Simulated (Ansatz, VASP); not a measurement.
# Two plane-wave programs on AlN

Contents of INCAR:

```
SYSTEM = AlN
PREC     = Accurate       ! precision mode
ENCUT    = 520            ! plane-wave cutoff, eV
EDIFF    = 1E-6           ! SCF threshold, eV
ISMEAR   = 0              ! smearing method
SIGMA    = 0.05           ! smearing width, eV
LREAL    = Auto         
LASPH    = .TRUE.         ! aspherical terms in the spheres
NELM     = 60             ! most SCF steps
ALGO     = Normal         ! electronic algorithm
ISIF     = 2              ! what is computed and relaxed
LWAVE    = .FALSE.        ! write WAVECAR
LCHARG   = .FALSE.        ! write CHGCAR
GGA      = PE             ! functional
NBANDS   = 46             ! bands
```

Contents of KPOINTS:

```
Automatic mesh
0
G
  4 8 3
  0 0 0
```

File POSCAR:

```
AlN
1.0
   -1.5651197814     -2.7108669814      5.0179796556
    1.5651197814     -2.7108669814      0.0000000000
    7.0430390165      1.3554334907      7.5269694834
Al N
8 8
Direct
    0.6189054484      0.9991356412      0.0981155127
    0.4939054484      0.4991356412      0.8481155127
    0.2439054484      0.4991356412      0.3481155127
   -0.1310945515      0.9991356412      0.5981155127
    0.8064054484      0.2491356413      0.3064488460
    0.1814054484      0.7491356413      0.0564488460
    0.4314054484      0.7491356413      0.5564488460
    0.0564054484      0.2491356413      0.8064488460
    0.8573695516      0.8083643587      0.1935011540
   -0.2676304484      0.3083643587      0.9435011540
    0.4823695516      0.3083643587      0.4435011540
    0.1073695516      0.8083643587      0.6935011540
    0.0448695515      0.0583643587      0.4018344873
    0.4198695515      0.5583643588      0.1518344873
    0.6698695515      0.5583643587      0.6518344873
    0.2948695516      0.0583643587      0.9018344873
```

Input for Ansatz:

```yaml
crystal:
  lattice:
    - [-1.5651197814, -2.7108669814, 5.0179796556]
    - [1.5651197814, -2.7108669814, 0.0]
    - [7.0430390165, 1.3554334907, 7.5269694834]
  atoms:
    - { symbol: Al, position: [0.6189054484, 0.9991356412, 0.0981155127] }
    - { symbol: Al, position: [0.4939054484, 0.4991356412, 0.8481155127] }
    - { symbol: Al, position: [0.2439054484, 0.4991356412, 0.3481155127] }
    - { symbol: Al, position: [-0.1310945515, 0.9991356412, 0.5981155127] }
    - { symbol: Al, position: [0.8064054484, 0.2491356413, 0.306448846] }
    - { symbol: Al, position: [0.1814054484, 0.7491356413, 0.056448846] }
    - { symbol: Al, position: [0.4314054484, 0.7491356413, 0.556448846] }
    - { symbol: Al, position: [0.0564054484, 0.2491356413, 0.806448846] }
    - { symbol: "N", position: [0.8573695516, 0.8083643587, 0.193501154] }
    - { symbol: "N", position: [-0.2676304484, 0.3083643587, 0.943501154] }
    - { symbol: "N", position: [0.4823695516, 0.3083643587, 0.443501154] }
    - { symbol: "N", position: [0.1073695516, 0.8083643587, 0.693501154] }
    - { symbol: "N", position: [0.0448695515, 0.0583643587, 0.4018344873] }
    - { symbol: "N", position: [0.4198695515, 0.5583643588, 0.1518344873] }
    - { symbol: "N", position: [0.6698695515, 0.5583643587, 0.6518344873] }
    - { symbol: "N", position: [0.2948695516, 0.0583643587, 0.9018344873] }
basis:
  ecutwfc: 420
kpoints:
  mp_grid: { grid: [4, 8, 3] }
hamiltonian:
  xc: pbe
scf:
  occupations: { method: gaussian, width: 0.05 }
output:
  forces: true
  stress: true
  eigenvalues: true
```

Alike in both runs: task single point; functional PBE; k mesh 4 × 8 × 3; occupations gaussian, width 0.05 eV; no spin polarisation.

|  | VASP | Ansatz |
| --- | --- | --- |
| version | VASP 6.6.1 | Ansatz 0.2.0 |
| potentials or method | VASP PAW PBE potentials, release 64 (Al, N), cutoff 520 eV | scalar-relativistic, plane waves, PAW |
| valence electrons in the cell | 64 | 64 |

|  | VASP | Ansatz | Ansatz less VASP |
| --- | --- | --- | --- |
| gap on the k mesh at the Fermi level (eV) | 0.18 | 0.19 | +0.005 |
| least direct gap on the mesh (eV) | 0.20 | 0.20 | +0.004 |
| pressure (GPa) | 6.5 | 6.7 | +0.21 |
| traceless stress, the component that is largest in VASP (GPa) | -6.68 | -6.70 | -0.019 |
| rms of the force components (eV/Å) | 1.712 | 1.705 | -0.0065 |

Atom by atom the forces differ by 0.012 eV/Å (rms over components).
